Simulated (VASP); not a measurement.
# TaN (P-1) in VASP: electric field gradients with PBE

Aim: the electric field gradients of TaN with PBE.

All numbers are computed with VASP 6.6.1; they aren't measurements. Logs are shortened: lines on timing, memory, paths and dates and some standing lists are left out, and cuts for length are marked.

### Step 1. The cell of the first run

The typed cell holds 6 atoms: a = 5.186 Å, b = 5.118 Å, c = 2.909 Å, α = 89.36°, β = 88.27°, γ = 118.70°.

### Step 2. Electric field gradients, PBE (equal xy, yz and zx shear strains of +3 %)

INCAR reads:

```
SYSTEM = TaN
ALGO     = Normal         ! electronic algorithm
EDIFF    = 1E-8           ! SCF threshold, eV
ENCUT    = 520            ! plane-wave cutoff, eV
GGA      = PE             ! functional
ISIF     = 2              ! what is computed and relaxed
ISMEAR   = -1             ! smearing method
LASPH    = .TRUE.         ! aspherical terms in the spheres
LCHARG   = .FALSE.        ! write CHGCAR
LEFG     = .TRUE.       
LREAL    = .FALSE.        ! projectors in reciprocal space
LWAVE    = .FALSE.        ! write WAVECAR
NBANDS   = 33             ! bands
NELM     = 60             ! most SCF steps
PREC     = Accurate       ! precision mode
SIGMA    = 0.03           ! smearing width, eV
```

KPOINTS reads:

```
k-points
0
G
  5 5 8
  0 0 0
```

POSCAR reads:

```
TaN
1.0
    5.1849992558      0.0777749888      0.0777749888
   -2.5251445118      4.4514535797      0.0284676217
    0.0436200000      0.0436200000      2.9080000000
Ta N
3 3
Direct
    0.0000000000      0.0000000000      0.0000000000
    0.3333333333      0.6666666667      0.5000000000
    0.6666666667      0.3333333333      0.5000000000
    0.5000000000      0.0000000000      0.0000000000
    0.5000000000      0.5000000000      0.0000000000
    0.0000000000      0.5000000000      0.0000000000
```

Potentials or basis: VASP PAW PBE potentials, release 64 (Ta_pv, N).

Started as:

```
$ cat potpaw_PBE.64/Ta_pv/POTCAR potpaw_PBE.64/N/POTCAR > POTCAR
$ mpirun -np 1 vasp_std > vasp.out
```

OUTCAR:

```text
SYSTEM = TaN
   EDIFF = 1E-8
   ENCUT = 520
   GGA = PE
   ISIF = 2
   ISMEAR = -1
   LASPH = .TRUE.
   LREAL = .FALSE.
   NELM = 60
   PREC = Accurate

 ion  position               nearest neighbor table
   1  0.000  0.000  0.000-   6 2.56   6 2.56   4 2.59   4 2.59   5 2.63   5 2.63   2 3.28   3 3.28
                             3 3.29   2 3.29   2 3.31   3 3.31   3 3.31   2 3.31   3 3.37   2 3.37
   2  0.333  0.667  0.500-   4 2.06   6 2.06   5 2.06   5 2.08   4 2.12   6 2.14   3 2.95   3 2.99
                             3 3.03   1 3.28   1 3.29   1 3.31   1 3.31   1 3.37   1 3.42
   3  0.667  0.333  0.500-   4 2.06   6 2.06   5 2.06   5 2.08   4 2.12   6 2.14   2 2.95   2 2.99
                             2 3.03   1 3.28   1 3.29   1 3.31   1 3.31   1 3.37   1 3.42
   4  0.500  0.000  0.000-   2 2.06   3 2.06   2 2.12   3 2.12   1 2.59   1 2.59
   5  0.500  0.500  0.000-   2 2.06   3 2.06   2 2.08   3 2.08   1 2.63   1 2.63
   6  0.000  0.500  0.000-   3 2.06   2 2.06   2 2.14   3 2.14   1 2.56   1 2.56

  LATTYP: Found a triclinic cell.
 ALAT       =     5.8689965777
 B/A-ratio  =     0.4955965109
 C/A-ratio  =     0.8720180685
 COS(alpha) =     0.0112057054
 COS(beta)  =     0.4298483829
 COS(gamma) =     0.4689000644

  Lattice vectors:

 A1 = (  -5.1413792558,  -0.0341549888,   2.8302250112)
 A2 = (   0.0436200000,   0.0436200000,   2.9080000000)
 A3 = (  -2.5251445118,   4.4514535797,   0.0284676217)

Analysis of symmetry for initial positions (statically):
=====================================================================
 Subroutine PRICEL returns:
 Original cell was already a primitive cell.

 Routine SETGRP: Setting up the symmetry group for a
 triclinic supercell.

 Subroutine GETGRP returns: Found  2 space group operations
 (whereof  2 operations were pure point group operations)
 out of a pool of  2 trial point group operations.

The static configuration has the point symmetry S_2 .

Analysis of symmetry for dynamics (positions and initial velocities):
=====================================================================
 Subroutine PRICEL returns:
 Original cell was already a primitive cell.

 Routine SETGRP: Setting up the symmetry group for a
 triclinic supercell.

 Subroutine GETGRP returns: Found  2 space group operations
 (whereof  2 operations were pure point group operations)
 out of a pool of  2 trial point group operations.

[... 159 lines left out ...]
 fundamental gap:      0.0372943145
 Fermi energy:         8.2484786787

 k-point     1 :       0.0000    0.0000    0.0000
  band No.  band energies     occupation
      1     -27.9929      2.00000
      2     -27.9709      2.00000
      3     -27.5974      2.00000
      4     -27.5767      2.00000
      5     -27.3667      2.00000
      6     -27.2596      2.00000
[... 853 lines left out ...]
     32      11.7320      0.00000
     33      12.0538      0.00000

 [... further k-points ...]
[... 5 lines left out ...]
  --------------------------------------------------------------------------------------
  -------------------------------------------------------------------------------------
  Total        4.8377931      4.9984551      5.4881527     -1.5062576     -2.6004900     -2.6045618
  in kB      114.5580887    118.3625349    129.9584893    -35.6679141    -61.5791461    -61.6755640
  external PRESSURE =     120.9597043 kB  Pullay stress =       0.0000000 kB

 VOLUME and BASIS-vectors are now :
 -----------------------------------------------------------------------------
  energy-cutoff  :      520.00
  volume of cell :       67.66
      direct lattice vectors                 reciprocal lattice vectors
     5.184999256  0.077774989  0.077774989     0.191303305  0.108548033 -0.004497770
    -2.525144512  4.451453580  0.028467622    -0.003292596  0.222799010 -0.003292596
     0.043620000  0.043620000  2.908000000    -0.005084209 -0.005084209  0.344031481

 POSITION                                       TOTAL-FORCE (eV/Angst)
 -----------------------------------------------------------------------------------
      0.00000      0.00000      0.00000         0.000000     -0.000000     -0.000000
      0.06671      3.01537      1.49890        -0.352702     -0.002000      0.055864
      2.63676      1.55748      1.51534         0.352702      0.002000     -0.055864
      2.59250      0.03889      0.03889         0.000000     -0.000000      0.000000
      1.32993      2.26461      0.05312         0.000000     -0.000000      0.000000
     -1.26257      2.22573      0.01423         0.000000     -0.000000      0.000000
 -----------------------------------------------------------------------------------
    total drift:                               -0.000000      0.000000     -0.000000

  FREE ENERGIE OF THE ION-ELECTRON SYSTEM (eV)
  ---------------------------------------------------
  free  energy   TOTEN  =       -64.6192457654 eV

  energy  without entropy=      -64.6162620835  energy(sigma->0) =      -64.61775392

 Electric field gradients (V/A^2)
---------------------------------------------------------------------
 ion       V_xx      V_yy      V_zz      V_xy      V_xz      V_yz
---------------------------------------------------------------------
   1     168.786   165.664  -334.451    29.203    32.056    31.383
   2     181.178   182.907  -364.086    21.038    74.692    74.631
   3     181.178   182.907  -364.086    21.038    74.692    74.631
   4      32.432   -28.525    -3.908     2.673     0.994     5.603
   5     -12.806    16.469    -3.663    27.845     2.363    -0.127
   6     -13.669    17.822    -4.154   -24.448     6.275     4.125
---------------------------------------------------------------------

 Electric field gradients after diagonalization (V/A^2)
 (convention: |V_zz| > |V_xx| > |V_yy|)
----------------------------------------------------------------------
 ion       V_xx      V_yy      V_zz     asymmetry (V_yy - V_xx)/ V_zz
----------------------------------------------------------------------
   1     200.232   137.982  -338.215       0.184
   2     222.111   160.994  -383.105       0.160
   3     222.111   160.994  -383.105       0.160
   4     -29.833    -2.759    32.592       0.831
   5     -29.793    -3.530    33.323       0.788
   6     -29.236    -1.931    31.168       0.876
----------------------------------------------------------------------

           NMR quadrupolar parameters

 Cq : quadrupolar parameter    Cq=e*Q*V_zz/h
 eta: asymmetry parameters     (V_yy - V_xx)/ V_zz
 Q  : nuclear electric quadrupole moment in mb (millibarn)
----------------------------------------------------------------------
 ion       Cq(MHz)       eta       Q (mb)
----------------------------------------------------------------------
   1      -0.818       0.184       1.000
   2      -0.926       0.160       1.000
   3      -0.926       0.160       1.000
   4       0.079       0.831       1.000
   5       0.081       0.788       1.000
   6       0.075       0.876       1.000
----------------------------------------------------------------------
```

stdout:

```text
POSCAR found type information on POSCAR TaN
 POSCAR found :  2 types and       6 ions
 scaLAPACK will be used
 LDA part: xc-table for (Slater+PW92), standard interpolation
 POSCAR, INCAR and KPOINTS ok, starting setup
 FFT: planning ... GRIDC
 FFT: planning ... GRID_SOFT
 FFT: planning ... GRID
 WAVECAR not read
 entering main loop
ion   1
     0.0000657    -0.4666879    -0.7357324     5.7781355    -0.7501803    -0.0841824
     0.0000905    -0.4666879    -0.7357324     5.7781356    -0.7501803    -0.0841824
     0.0001247    -0.4666879    -0.7357324     5.7781357    -0.7501803    -0.0841824
     0.0001717    -0.4666879    -0.7357324     5.7781358    -0.7501803    -0.0841824

     0.0000657   -27.0140828   -28.9659137   267.8222548   -29.5837433    -1.4417022
     0.0000905   -27.0043283   -28.9603517   267.8004463   -29.5779550    -1.4416060
     0.0001247   -26.9894514   -28.9519995   267.7707588   -29.5692540    -1.4414586
     0.0001717   -26.9668605   -28.9395206   267.7312615   -29.5562401    -1.4412336
[... 45 lines left out ...]
ion   6
     0.0000281    12.5646941    -2.0783813     2.5888220    -3.2913198     7.9020045
     0.0000381    12.5646940    -2.0783813     2.5888220    -3.2913198     7.9020045
     0.0000517    12.5646939    -2.0783812     2.5888220    -3.2913197     7.9020044
     0.0000701    12.5646937    -2.0783812     2.5888220    -3.2913197     7.9020043

     0.0000281    25.2723431    -4.3475239     4.4547380    -6.7738878    16.0960427
     0.0000381    25.2723407    -4.3475235     4.4547377    -6.7738871    16.0960412
     0.0000517    25.2723367    -4.3475228     4.4547371    -6.7738861    16.0960386
     0.0000701    25.2723302    -4.3475216     4.4547361    -6.7738843    16.0960344
```

Wall time 95 s (1 thread of Intel Xeon 6975P-C (Granite Rapids), shared host); peak memory 0.31 GiB.

Results:

- Free energy: -64.6192 eV
- Pressure: 12.1 GPa
- Largest force: 0.357 eV/Å
- Band gap on the k mesh: zero (bands 24 and 25 overlap by 1.77 eV)
- Largest electric field gradient by atom: Ta -338.2, -383.1 (each value once); N +32.6, +33.3, +31.2 V/Å²

Forces on the atoms (eV/Å):
```
Ta   0.000  0.000  0.000
Ta  -0.353 -0.002  0.056
Ta   0.353  0.002 -0.056
N    0.000  0.000  0.000
N    0.000  0.000  0.000
N    0.000  0.000  0.000
```

Electric field gradients, principal values (V/Å²):
| atom | least | middle | greatest (by size) |
| --- | --- | --- | --- |
| 1 Ta | 137.982 | 200.232 | -338.215 |
| 2 Ta | 160.994 | 222.111 | -383.105 |
| 3 Ta | 160.994 | 222.111 | -383.105 |
| 4 N | -2.759 | -29.833 | 32.592 |
| 5 N | -3.530 | -29.793 | 33.323 |
| 6 N | -1.931 | -29.236 | 31.168 |

Caveat: the cell differs from its parent crystal (equal xy, yz and zx shear strains of +3 %); the cell stands under pressure; without QUAD_EFG the Cq values of the log hold for a quadrupole moment of 1 mb, not for the nuclei; spin-orbit coupling is left out, which moves the levels of the heavy elements.

The gap in the log of VASP goes by the Fermi energy; the results here count the filled bands.